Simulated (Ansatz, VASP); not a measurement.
## Two plane-wave programs on TiCl2F

```xyz
4
Lattice="3.5417 0.0000 0.0000 0.0000 3.5417 0.0000 0.0000 0.0000 7.6959" Properties=species:S:1:pos:R:3 pbc="T T T"
Ti    0.0000    0.0000    0.0000
Cl    0.0000    0.0000    5.5493
Cl    0.0000    0.0000    2.1466
F     1.7709    1.7709    3.8479
```

Alike in both runs: functional PBE; k mesh 6 × 6 × 4; occupations gaussian, width 0.1 eV; collinear spin.

Ansatz relaxed the structure, and its values are those at the end. VASP's run is a single point on that final structure, the one shown.

```csv
,VASP,Ansatz
version,VASP 6.6.1,Ansatz 0.2.0
potentials or method,"VASP PAW PBE potentials, release 64 (Ti_sv, Cl, F), cutoff 520 eV","scalar-relativistic, plane waves, PAW"
valence electrons in the cell,33,33
```

```csv
,VASP,Ansatz,Ansatz less VASP
gap on the k mesh at the Fermi level (eV),none,none,-
pressure (GPa),-1.0,0.1,+1.09
rms of the force components (eV/Å),0.025,0.004,-0.0213
net moment per atom (μB),0.03,0.15,+0.121
size of the moment on the site where the two differ most (μB),0.07,0.64,+0.577
```

The net moments are unlike, so the other rows may belong to different states. Site moments also hang on the region over which each program counts them. A gap of «none» marks a metal or a gap that the smearing closes.
